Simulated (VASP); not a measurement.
# Rb2Sb2Au (Ibam) in VASP: single point with PBE

Aim: the single point of Rb2Sb2Au with PBE.

Everything below comes from runs of VASP 6.6.1. Logs are shortened: lines on timing, memory, paths and dates and some standing lists are left out, and cuts for length are marked.

## Step 1: The cell of the first run

The structure is orthorhombic, space group Ibam (No. 72). Conventional cell: a = 7.362 Å, b = 14.070 Å, c = 8.844 Å, α = 90.00°, β = 90.00°, γ = 90.00°. Rb (site symmetry m) has 6 Sb at 3.62 to 4.83 Å and 2 Au at 4.00 Å and 5 Rb at 4.36 to 4.83 Å within 4.9 Å. Sb (site symmetry m) has 2 Au at 2.72 Å and 1 Sb at 3.18 Å and 4 Rb at 3.62 to 3.84 Å within 3.9 Å. Within 3.6 Å of Au (site symmetry 222) lie 4 Sb at 2.72 Å.

## Step 2: Single point, PBE

Input file INCAR:

```
  ALGO = Normal
  EDIFF = 1E-6
  ENCUT = 520
  GGA = PE
  ISIF = 2
  ISMEAR = -1
  LASPH = True
  LCHARG = True
  LELF = True
  LREAL = False
  LVHAR = True
  LWAVE = False
  NBANDS = 50
  NELM = 60
  PREC = Accurate
  SIGMA = 0.1
```

Input file KPOINTS:

```
k-points
0
Gamma
  4 4 4
```

Input file POSCAR:

```
Rb2Sb2Au
1.0
    0.0000000000      0.0000005958      8.8440828366
    7.0350131218     -3.6811569249      4.4220416663
    7.0350131218      3.6811569249     -4.4220416663
Rb Sb Au
4 4 2
Direct
    0.3680016380     -0.0066357221      0.7293675539
    0.6319983620      1.0066357221      0.2706324461
    0.1319983620      0.7293675539     -0.0066357221
    0.8680016380      0.2706324461      1.0066357221
    0.3835659703      0.7115711537      0.4787030943
    0.6164340297      0.2884288463      0.5212969057
    0.1164340297      0.4787030943      0.7115711537
    0.8835659703      0.5212969057      0.2884288463
    0.2500000000      0.5000000000      0.5000000000
    0.7500000000      0.5000000000      0.5000000000
```

Potentials or basis: VASP PAW PBE potentials, release 64 (Rb_sv, Sb, Au).

Started as:

```
> cat potpaw_PBE.64/Rb_sv/POTCAR potpaw_PBE.64/Sb/POTCAR potpaw_PBE.64/Au/POTCAR > POTCAR
> mpirun -np 1 vasp_std > vasp.out
```

OUTCAR:

```text
EDIFF = 1E-6
   ENCUT = 520
   GGA = PE
   ISIF = 2
   ISMEAR = -1
   LASPH = True
   LREAL = False
   NELM = 60
   PREC = Accurate

 ion  position               nearest neighbor table
   1  0.368  0.993  0.729-   8 3.62   5 3.75   7 3.77   8 3.84  10 4.00   9 4.00   2 4.36   3 4.83
                             3 4.83   4 4.83   4 4.83   2 5.69   2 5.69
   2  0.632  0.007  0.271-   7 3.62   6 3.75   8 3.77   7 3.84   9 4.00  10 4.00   1 4.36   4 4.83
                             4 4.83   3 4.83   3 4.83   1 5.69   1 5.69
   3  0.132  0.729  0.993-   6 3.62   7 3.75   5 3.77   6 3.84  10 4.00   9 4.00   4 4.36   1 4.83
                             1 4.83   2 4.83   2 4.83   4 5.69   4 5.69
   4  0.868  0.271  0.007-   5 3.62   8 3.75   6 3.77   5 3.84   9 4.00  10 4.00   3 4.36   2 4.83
                             2 4.83   1 4.83   1 4.83   3 5.69   3 5.69
   5  0.384  0.712  0.479-  10 2.72   9 2.72   6 3.18   4 3.62   1 3.75   3 3.77   4 3.84
   6  0.616  0.288  0.521-   9 2.72  10 2.72   5 3.18   3 3.62   2 3.75   4 3.77   3 3.84
   7  0.116  0.479  0.712-  10 2.72   9 2.72   8 3.18   2 3.62   3 3.75   1 3.77   2 3.84
   8  0.884  0.521  0.288-   9 2.72  10 2.72   7 3.18   1 3.62   4 3.75   2 3.77   1 3.84
   9  0.250  0.500  0.500-   6 2.72   8 2.72   7 2.72   5 2.72   4 4.00   2 4.00   1 4.00   3 4.00

  10  0.750  0.500  0.500-   5 2.72   7 2.72   6 2.72   8 2.72   3 4.00   1 4.00   4 4.00   2 4.00

  LATTYP: Found a body centered orthorhombic cell.
 ALAT       =     7.3623144456
 B/A-ratio  =     1.2012639370
 C/A-ratio  =     1.9110873826

  Lattice vectors:

 A1 = (  -7.0350131218,   3.6811575207,   4.4220411703)
 A2 = (  -7.0350131218,  -3.6811575207,  -4.4220411703)
 A3 = (   7.0350131218,  -3.6811569249,   4.4220416663)

Analysis of symmetry for initial positions (statically):
=====================================================================
 Subroutine PRICEL returns:
 Original cell was already a primitive cell.

 Routine SETGRP: Setting up the symmetry group for a
 body centered orthorhombic supercell.

 Subroutine GETGRP returns: Found  8 space group operations
 (whereof  4 operations were pure point group operations)
 out of a pool of  8 trial point group operations.

The static configuration has the point symmetry C_2h.
 The point group associated with its full space group is D_2h.

Analysis of symmetry for dynamics (positions and initial velocities):
=====================================================================
 Subroutine PRICEL returns:
 Original cell was already a primitive cell.

 Routine SETGRP: Setting up the symmetry group for a
 body centered orthorhombic supercell.

 Subroutine GETGRP returns: Found  8 space group operations
 (whereof  4 operations were pure point group operations)
 out of a pool of  8 trial point group operations.

The dynamic configuration has the point symmetry C_2h.
 The point group associated with its full space group is D_2h.

 Subroutine INISYM returns: Found  8 space group operations
 (whereof  4 operations are pure point group operations),
 and found     1 'primitive' translations

----------------------------------------------------------------------------------------

                                     Primitive cell

  volume of cell :     458.0702

  direct lattice vectors                    reciprocal lattice vectors
     0.000000000  0.000000596  8.844082837     0.000000000  0.135826860  0.113069940
     7.035013122 -3.681156925  4.422041666     0.071073073 -0.135826853  0.000000009
     7.035013122  3.681156925 -4.422041666     0.071073073  0.135826853 -0.000000009

  length of vectors
     8.844082837  9.088276978  9.088276978     0.176730720  0.153298127  0.153298127

  position of ions in fractional coordinates (direct lattice)
     0.368001638  0.993364278  0.729367554
     0.631998362  0.006635722  0.270632446
     0.131998362  0.729367554  0.993364278
     0.868001638  0.270632446  0.006635722
     0.383565970  0.711571154  0.478703094
     0.616434030  0.288428846  0.521296906
     0.116434030  0.478703094  0.711571154
     0.883565970  0.521296906  0.288428846
     0.250000000  0.500000000  0.500000000
     0.750000000  0.500000000  0.500000000

  ion indices of the primitive-cell ions
   primitive index   ion index
                 1           1
                 2           2
                 3           3
                 4           4
                 5           5
                 6           6
                 7           7
                 8           8
                 9           9
                10          10

----------------------------------------------------------------------------------------

 KPOINTS: k-points

Automatic generation of k-mesh.
 Grid dimensions read from file:
 generate k-points for:    4    4    4

 Generating k-lattice:

  Cartesian coordinates                     Fractional coordinates (reciprocal lattice)
     0.000000000  0.033956715  0.028267485     0.250000000 -0.000000000  0.000000000
     0.017768268 -0.033956713  0.000000002     0.000000000  0.250000000  0.000000000
     0.017768268  0.033956713 -0.000000002     0.000000000  0.000000000  0.250000000

  Length of vectors
     0.044182680  0.038324532  0.038324532

  Shift w.r.t. Gamma in fractional coordinates (k-lattice)
     0.000000000  0.000000000  0.000000000

 Subroutine IBZKPT returns following result:
 ===========================================

 Found     18 irreducible k-points:

 Following reciprocal coordinates:
            Coordinates               Weight
  0.000000  0.000000  0.000000      1.000000
  0.250000  0.000000 -0.000000      4.000000
  0.500000  0.000000 -0.000000      2.000000
  0.000000  0.250000 -0.000000      4.000000
  0.250000  0.250000 -0.000000      4.000000
  0.500000  0.250000 -0.000000      8.000000
[... 10 lines left out ...]
  0.500000 -0.250000  0.250000      2.000000
  0.000000  0.500000  0.500000      1.000000
   k-points           NKPTS =     18   k-points in BZ     NKDIM =     18   number of bands    NBANDS=     50
   number of dos      NEDOS =    301   number of ions     NIONS =     10
   total plane-waves  NPLWV = 343000
   dimension x,y,z NGX =    70 NGY =   70 NGZ =   70
   dimension x,y,z NGXF=   140 NGYF=  140 NGZF=  140
   ions per type =               4   4   2
   NGX,Y,Z   is equivalent  to a cutoff of  13.16, 12.80, 12.80 a.u.
   NGXF,Y,Z  is equivalent  to a cutoff of  26.32, 25.61, 25.61 a.u.
 SYSTEM =  unknown system
   PREC   = accura    normal or accurate (medium, high low for compatibility)
   ISTART =      0    job   : 0-new  1-cont  2-samecut
   ICHARG =      2    charge: 1-file 2-atom 10-const
   ISPIN  =      1    spin polarized calculation?
   LNONCOLLINEAR =      F non collinear calculations
   LSORBIT =      F    spin-orbit coupling
   LASPH  =      T    aspherical Exc in radial PAW
   ENCUT  =  520.0 eV  38.22 Ry    6.18 a.u.  16.44 16.90 16.90*2*pi/ulx,y,z
   NELM   =     60;   NELMIN=  2; NELMDL= -5     # of ELM steps
   EDIFF  = 0.1E-05   stopping-criterion for ELM
   LREAL  =      F    real-space projection
   EDIFFG = 0.1E-04   stopping-criterion for IOM
   NSW    =      0    number of steps for IOM
   IBRION =     -1    ionic relax: 0-MD 1-quasi-New 2-CG
   NFREE  =      0    steps in history (QN), initial steepest desc. (CG)
   ISIF   =      2    stress and relaxation
   ISYM   =      2    0-nonsym 1-usesym 2-fastsym
   POTIM  = 0.5000    time-step for ionic-motion
   TEBEG  =    0.0;   TEEND  =   0.0 temperature during run
   PSTRESS=    0.0 pullay stress
   NELECT =      78.0000    total number of electrons
   NUPDOWN=      -1.0000    fix difference up-down
   EMIN   =  10.00;   EMAX   =-10.00  energy-range for DOS
   EFERMI =   0.00;   METHOD = LEGACY
   ISMEAR =    -1;   SIGMA  =   0.10  broadening in eV -4-tet -1-fermi 0-gaus
   EFERMI_NEDOS =   21; number of points for ismear=-14 and -15
   IALGO  =     38    algorithm
   IMIX   =      4    mixing-type and parameters
     AMIX     =   0.40;   BMIX     =  1.00
     AMIX_MAG =   1.60;   BMIX_MAG =  1.00
  volume/ion in A,a.u.               =      45.81       309.12
  Fermi-wavevector in a.u.,A,eV,Ry     =   0.907394  1.714725 11.202534  0.823363
  Thomas-Fermi vector in A             =   2.031196
   LORBIT       =      0    0 simple, 1 ext, 2 COOP (PROOUT), +10 PAW based schemes
   GGA     = PE    functional components
   LHFCALC =     F    Hartree Fock is set to
   AEXX    =    0.0000 exact exchange contribution
   IVDW    =     0    specifies the selected vdW correction
   LEPSILON=     F    determine dielectric tensor
   LRPA    =     F    only Hartree local field effects (RPA)
 non-spin polarized calculation
  energy-cutoff  :      520.00
  volume of cell :      458.07
 maximum number of plane-waves:     12376
 NGX is ok and might be reduce to    70
   NGX = 33   NGY = 33   NGZ = 33

 number of electron      77.9999999 magnetization

 Free energy of the ion-electron system (eV)
  ---------------------------------------------------
  ext. energy  EPLUGINS =         0.00000000
  ---------------------------------------------------
  free energy    TOTEN  =       -29.50400292 eV

  energy without entropy =      -29.37034779  energy(sigma->0) =      -29.43717536

 E-fermi :   2.1909     XC(G=0):  -7.1969

 val. band max:        2.1580773754   @ k =   0.0000   0.5000   0.5000
 cond. band min:       2.3376779544   @ k =   0.5000  -0.2500   0.2500
 fundamental gap:      0.1796005790
 Fermi energy:         2.1909352655

 k-point     1 :       0.0000    0.0000    0.0000
  band No.  band energies     occupation
      1     -25.7074      2.00000
      2     -25.7022      2.00000
      3     -25.7000      2.00000
      4     -25.6997      2.00000
      5      -9.9072      2.00000
      6      -9.9055      2.00000
[... 42 lines left out ...]
     49       5.9187      0.00000
     50       6.0942      0.00000
[... 899 lines left out ...]
     49       5.4258      0.00000
     50       5.6612      0.00000

------------------------ aborting loop because EDIFF is reached ----------------------------------------

  FORCE on cell =-STRESS in cart. coord.  units (eV):
  Direction    XX          YY          ZZ          XY          YZ          ZX
  --------------------------------------------------------------------------------------
  -------------------------------------------------------------------------------------
  Total        0.0379867      0.0324645     -0.1775034     -0.0000000     -0.0000000      0.0000000
  in kB        0.1328647      0.1135502     -0.6208478     -0.0000000     -0.0000000      0.0000000
  external PRESSURE =      -0.1248110 kB  Pullay stress =       0.0000000 kB

 VOLUME and BASIS-vectors are now :
 -----------------------------------------------------------------------------
  energy-cutoff  :      520.00
  volume of cell :      458.07
      direct lattice vectors                 reciprocal lattice vectors
     0.000000000  0.000000596  8.844082837     0.000000000  0.135826860  0.113069940
     7.035013122 -3.681156925  4.422041666     0.071073073 -0.135826853  0.000000009
     7.035013122  3.681156925 -4.422041666     0.071073073  0.135826853 -0.000000009

 POSITION                                       TOTAL-FORCE (eV/Angst)
 -----------------------------------------------------------------------------------
     12.11944     -0.97181      4.42204         0.000578      0.003246     -0.000000
      1.95059      0.97181      4.42204        -0.000578     -0.003246      0.000000
     12.11944      0.97181     -0.00000         0.000578     -0.003246      0.000000
      1.95059     -0.97181      8.84408        -0.000578      0.003246     -0.000000
      8.37359     -0.85722      4.42204         0.007992     -0.005318      0.000000
      5.69643      0.85722      4.42204        -0.007992      0.005318     -0.000000
      8.37359      0.85722     -0.00000         0.007992      0.005318     -0.000000
      5.69643     -0.85722      8.84408        -0.007992     -0.005318      0.000000
      7.03501      0.00000      2.21102         0.000000      0.000000     -0.000000
      7.03501      0.00000      6.63306        -0.000000     -0.000000     -0.000000
 -----------------------------------------------------------------------------------
    total drift:                                0.000000      0.000000     -0.000000

  FREE ENERGIE OF THE ION-ELECTRON SYSTEM (eV)
  ---------------------------------------------------
  free  energy   TOTEN  =       -29.5040029187 eV

  energy  without entropy=      -29.3703477946  energy(sigma->0) =      -29.43717536
```

Run time: 24 min. Hardware: 1 thread of Oxide Virtual Turin-like, shared host; peak memory 0.84 GiB.

Results:

* Free energy: -29.5040 eV
* Pressure: 0.0 GPa
* Largest force: 0.010 eV/Å
* Band gap on the k mesh: zero (bands 39 and 40 overlap by 0.44 eV)

Forces in eV/Å, atoms in the order of the input:
```
Rb   0.001  0.003  0.000
Rb  -0.001 -0.003  0.000
Rb   0.001 -0.003  0.000
Rb  -0.001  0.003  0.000
Sb   0.008 -0.005  0.000
Sb  -0.008  0.005  0.000
Sb   0.008  0.005  0.000
Sb  -0.008 -0.005  0.000
Au   0.000  0.000  0.000
Au   0.000  0.000  0.000
```

Caveat: spin-orbit coupling is left out, which moves the levels of the heavy elements.

The gap in the log of VASP goes by the Fermi energy; the results here count the filled bands.